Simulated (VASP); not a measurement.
Runs of VASP 6.6.1 on KI. It takes space group F-43m (No. 216, cubic). Conventional cell: a = 7.932 Å, b = 7.932 Å, c = 7.932 Å, α = 90.00°, β = 90.00°, γ = 90.00°. Within 4.5 Å of K (site symmetry -43m) lie 4 I at 3.43 Å. I (site symmetry -43m) has 4 K at 3.43 Å within 4.5 Å. 

```csv
level,grid for exact exchange (PRECFOCK),share of exact exchange,screening parameter,gap on the mesh (eV),pressure (GPa)
HSE06,Normal,0.25,0.2079 1/Å,4.88,0.1
PBEsol,-,-,-,3.93,(b)
PBE-based screened hybrid with 15 % exact exchange,Normal,0.15,0.3 1/Å,4.37,0.1
PBE-based screened hybrid with 5 % exact exchange,Normal,0.05,0.3 1/Å,4.08,(a)
```

Alike in all rows: task single point; potentials or basis VASP PAW PBE potentials, release 64 (K_sv, I); no spin polarisation; cell as given; k mesh 4 × 4 × 4; cutoff (eV) 520; smearing gaussian 0.01 eV.

Estimate the missing entries.

(a) 0.2; (b) -0.2.

Caveats: the PAW data sets were made with another functional, which shifts forces and pressure a little; spin-orbit coupling is left out, which moves the levels of the heavy elements.

A k mesh can miss the band edges, and the runs leave out spin-orbit coupling on I.
